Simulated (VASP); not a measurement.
Wanted: the native input for a VASP 6.6.1 run.

* Task: single point
* Functional: PBEsol
* Potentials or basis: VASP PAW PBE potentials, release 64 (Mo_sv, S)
* Cutoff: 520 eV
* k mesh: 10 × 10 × 3
* Occupations: fermi-dirac, width 0.05 eV
* Spin: no spin polarisation
* Dipole correction: no
* Further INCAR settings: ALGO = Normal; EDIFF = 1e-06; NBANDS = 35

The structure of MoS2 lies in POSCAR:

```
MoS2
1.0
    3.1043083785      0.0000000000      0.0000000000
   -1.5521541893      2.6884099170      0.0000000000
    0.0000000000      0.0000000000     12.0724192038
Mo S
2 4
Direct
    0.6666666667      0.3333333333      0.7500000000
    0.3333333333      0.6666666667      0.2500000000
    0.6666666667      0.3333333333      0.3770000000
    0.3333333333      0.6666666667      0.8770000000
    0.6666666667      0.3333333333      0.1230000000
    0.3333333333      0.6666666667      0.6230000000
```

This cell differs from its parent crystal: volume scaled by 0.94.

These files were run (other wordings do the same):

INCAR

```
SYSTEM = MoS2
PREC = Accurate ; ENCUT = 520
EDIFF = 1E-6 ; ISMEAR = -1
SIGMA = 0.05 ; LREAL = .FALSE.
LASPH = .TRUE. ; NELM = 60
ALGO = Normal ; ISIF = 2
LWAVE = .FALSE. ; LCHARG = .FALSE.
GGA = PS ; NBANDS = 35
```

KPOINTS

```
regular mesh
0
G
  10 10 3
  0 0 0
```

Potentials or basis: VASP PAW PBE potentials, release 64 (Mo_sv, S).

Command:

```sh
$ cat potpaw_PBE.64/Mo_sv/POTCAR potpaw_PBE.64/S/POTCAR > POTCAR
$ mpirun -np 1 vasp_std > vasp.out
```

Results of the run:

```yaml
Pressure: 7.2 GPa
Largest_force: 0.752 eV/Å
Band_gap_on_the_k_mesh: 0.83 eV, indirect (least direct gap 2.03 eV)
```

Caveat: the PAW data sets were made with another functional, which shifts forces and pressure a little; this functional lacks dispersion, which binds the layers, so the pressure and a relaxed spacing across them are unreliable.

It took 97 s on 1 thread of Intel(R) Xeon(R) Platinum 8259CL CPU @ 2.50GHz (Skylake/Cascade Lake), with other jobs on the host, peak memory 0.26 GiB.
